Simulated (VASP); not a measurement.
# MgO (Fm-3m) in VASP: single point with LDA

Aim: the single point of MgO with LDA.

All numbers are computed with VASP 6.6.1; they aren't measurements. Logs are shortened: lines on timing, memory, paths and dates and some standing lists are left out, and cuts for length are marked.

### 1 The cell of the first run

The structure is cubic, space group Fm-3m (No. 225). The conventional cell has a = 4.204 Å, b = 4.204 Å, c = 4.204 Å, α = 90.00°, β = 90.00°, γ = 90.00°. Within 2.8 Å of Mg (site symmetry m-3m) lie 6 O at 2.10 Å. O (site symmetry m-3m) has 6 Mg at 2.10 Å within 2.8 Å.

### 2 Single point, LDA

Input file INCAR:

```
PREC     = Accurate       # precision mode
ENCUT    = 840            # plane-wave cutoff, eV
EDIFF    = 1E-6           # SCF threshold, eV
ISMEAR   = 0              # smearing method
SIGMA    = 0.01           # smearing width, eV
LREAL    = False          # projectors in reciprocal space
LASPH    = True           # aspherical terms in the spheres
NELM     = 120            # most SCF steps
ALGO     = Normal         # electronic algorithm
ISIF     = 2              # what is computed and relaxed
LWAVE    = False          # write WAVECAR
LCHARG   = False          # write CHGCAR
GGA      = CA             # functional
NBANDS   = 15             # bands
GGA_COMPAT= False
```

Input file KPOINTS:

```
Automatic mesh
0
Gamma
  10 10 10
```

Input file POSCAR:

```
MgO
1.0
    0.0000000000      2.1021680189      2.1021680189
    2.1021680189      0.0000000000      2.1021680189
    2.1021680189      2.1021680189      0.0000000000
Mg O
1 1
Direct
    0.0000000000      0.0000000000      0.0000000000
    0.5000000000      0.5000000000      0.5000000000
```

Potentials or basis: VASP PAW LDA potentials, release 64 (Mg_sv, O).

Started as:

```
> cat potpaw_LDA.64/Mg_sv/POTCAR potpaw_LDA.64/O/POTCAR > POTCAR
> mpirun -np 1 vasp_std > vasp.out
```

OUTCAR:

```text
PREC = Accurate
   ENCUT = 840
   EDIFF = 1E-6
   ISMEAR = 0
   LREAL = False
   LASPH = True
   NELM = 120
   ISIF = 2
   GGA = CA

 ion  position               nearest neighbor table
   1  0.000  0.000  0.000-   2 2.10   2 2.10   2 2.10   2 2.10   2 2.10   2 2.10
   2  0.500  0.500  0.500-   1 2.10   1 2.10   1 2.10   1 2.10   1 2.10   1 2.10

  LATTYP: Found a face centered cubic cell.
 ALAT       =     4.2043360378

  Lattice vectors:

 A1 = (   0.0000000000,   2.1021680189,   2.1021680189)
 A2 = (   2.1021680189,   0.0000000000,   2.1021680189)
 A3 = (   2.1021680189,   2.1021680189,   0.0000000000)

Analysis of symmetry for initial positions (statically):
=====================================================================
 Subroutine PRICEL returns:
 Original cell was already a primitive cell.

 Routine SETGRP: Setting up the symmetry group for a
 face centered cubic supercell.

 Subroutine GETGRP returns: Found 48 space group operations
 (whereof 48 operations were pure point group operations)
 out of a pool of 48 trial point group operations.

The static configuration has the point symmetry O_h .

Analysis of symmetry for dynamics (positions and initial velocities):
=====================================================================
 Subroutine PRICEL returns:
 Original cell was already a primitive cell.

 Routine SETGRP: Setting up the symmetry group for a
 face centered cubic supercell.

 Subroutine GETGRP returns: Found 48 space group operations
 (whereof 48 operations were pure point group operations)
 out of a pool of 48 trial point group operations.

The dynamic configuration has the point symmetry O_h .

 Subroutine INISYM returns: Found 48 space group operations
 (whereof 48 operations are pure point group operations),
 and found     1 'primitive' translations

----------------------------------------------------------------------------------------

                                     Primitive cell

  volume of cell :      18.5794

  direct lattice vectors                    reciprocal lattice vectors
     0.000000000  2.102168019  2.102168019    -0.237849684  0.237849684  0.237849684
     2.102168019  0.000000000  2.102168019     0.237849684 -0.237849684  0.237849684
     2.102168019  2.102168019  0.000000000     0.237849684  0.237849684 -0.237849684

  length of vectors
     2.972914523  2.972914523  2.972914523     0.411967738  0.411967738  0.411967738

  position of ions in fractional coordinates (direct lattice)
     0.000000000  0.000000000  0.000000000
     0.500000000  0.500000000  0.500000000

  ion indices of the primitive-cell ions
   primitive index   ion index
                 1           1
[... 86 lines left out ...]
   EMIN   =  10.00;   EMAX   =-10.00  energy-range for DOS
   EFERMI =   0.00;   METHOD = LEGACY
   ISMEAR =     0;   SIGMA  =   0.01  broadening in eV -4-tet -1-fermi 0-gaus
   EFERMI_NEDOS =   21; number of points for ismear=-14 and -15
   IALGO  =     38    algorithm
   IMIX   =      4    mixing-type and parameters
     AMIX     =   0.40;   BMIX     =  1.00
     AMIX_MAG =   1.60;   BMIX_MAG =  1.00
  volume/ion in A,a.u.               =       9.29        62.69
  Fermi-wavevector in a.u.,A,eV,Ry     =   1.557534  2.943312 33.006518  2.425911
  Thomas-Fermi vector in A             =   2.661170
   LORBIT       =      0    0 simple, 1 ext, 2 COOP (PROOUT), +10 PAW based schemes
   GGA     = CA    functional components
   LHFCALC =     F    Hartree Fock is set to
   AEXX    =    0.0000 exact exchange contribution
   IVDW    =     0    specifies the selected vdW correction
   LEPSILON=     F    determine dielectric tensor
   LRPA    =     F    only Hartree local field effects (RPA)
 non-spin polarized calculation
 Gauss-broadening in eV      SIGMA  =   0.01
  energy-cutoff  :      840.00
  volume of cell :       18.58
 maximum number of plane-waves:      1037
   NGX = 13   NGY = 13   NGZ = 13

 number of electron      15.9999994 magnetization

 Free energy of the ion-electron system (eV)
  ---------------------------------------------------
  ext. energy  EPLUGINS =         0.00000000
  ---------------------------------------------------
  free energy    TOTEN  =       -13.22754262 eV

  energy without entropy =      -13.22754262  energy(sigma->0) =      -13.22754262

 E-fermi :   2.8189     XC(G=0): -11.9617

 val. band max:        2.6203761278   @ k =   0.0000   0.0000   0.0000
 cond. band min:       7.3422298225   @ k =   0.0000   0.0000   0.0000
 fundamental gap:      4.7218536948
 Fermi energy:         2.8188543603

 k-point     1 :       0.0000    0.0000    0.0000
  band No.  band energies     occupation
      1     -68.6978      2.00000
      2     -36.1586      2.00000
      3     -36.1586      2.00000
      4     -36.1586      2.00000
      5     -14.3930      2.00000
      6       2.6204      2.00000
      7       2.6204      2.00000
      8       2.6204      2.00000
      9       7.3422      0.00000
     10      18.1803      0.00000
     11      18.1803      0.00000
     12      18.1803      0.00000
     13      22.2217      0.00000
     14      23.8636      0.00000
[... 401 lines left out ...]
      2     -36.2244      2.00000
      3     -36.1851      2.00000
      4     -36.1824      2.00000
      5     -13.0782      2.00000
      6      -1.0100      2.00000
      7       1.2898      2.00000
      8       1.5148      2.00000
      9      12.0742      0.00000
     10      12.6092      0.00000
     11      16.0192      0.00000
     12      20.5630      0.00000
     13      20.7742      0.00000
     14      27.2524      0.00000
     15      29.4318      0.00000

 [... further k-points ...]

------------------------ aborting loop because EDIFF is reached ----------------------------------------

  FORCE on cell =-STRESS in cart. coord.  units (eV):
  Direction    XX          YY          ZZ          XY          YZ          ZX
  --------------------------------------------------------------------------------------
  -------------------------------------------------------------------------------------
  Total       -0.5464454     -0.5464454     -0.5464454     -0.0000000      0.0000000     -0.0000000
  in kB      -47.1221524    -47.1221524    -47.1221524     -0.0000000      0.0000000     -0.0000000
  external PRESSURE =     -47.1221524 kB  Pullay stress =       0.0000000 kB

 VOLUME and BASIS-vectors are now :
 -----------------------------------------------------------------------------
  energy-cutoff  :      840.00
  volume of cell :       18.58
      direct lattice vectors                 reciprocal lattice vectors
     0.000000000  2.102168019  2.102168019    -0.237849684  0.237849684  0.237849684
     2.102168019  0.000000000  2.102168019     0.237849684 -0.237849684  0.237849684
     2.102168019  2.102168019  0.000000000     0.237849684  0.237849684 -0.237849684

 POSITION                                       TOTAL-FORCE (eV/Angst)
 -----------------------------------------------------------------------------------
      0.00000      0.00000      0.00000        -0.000000      0.000000      0.000000
      2.10217      2.10217      2.10217         0.000000     -0.000000     -0.000000
 -----------------------------------------------------------------------------------
    total drift:                                0.000000      0.000000      0.000000

  FREE ENERGIE OF THE ION-ELECTRON SYSTEM (eV)
  ---------------------------------------------------
  free  energy   TOTEN  =       -13.2275426249 eV

  energy  without entropy=      -13.2275426249  energy(sigma->0) =      -13.22754262
```

Wall time 18 s (1 thread of Intel Xeon Platinum 8259CL at 2.50GHz (Skylake/Cascade Lake), shared host); peak memory 0.15 GiB.

What came out:

```yaml
Free_energy: -13.2275 eV
Pressure: -4.7 GPa
Band_gap_on_the_k_mesh: 4.72 eV
```

Caveat: the cell stands under tension.
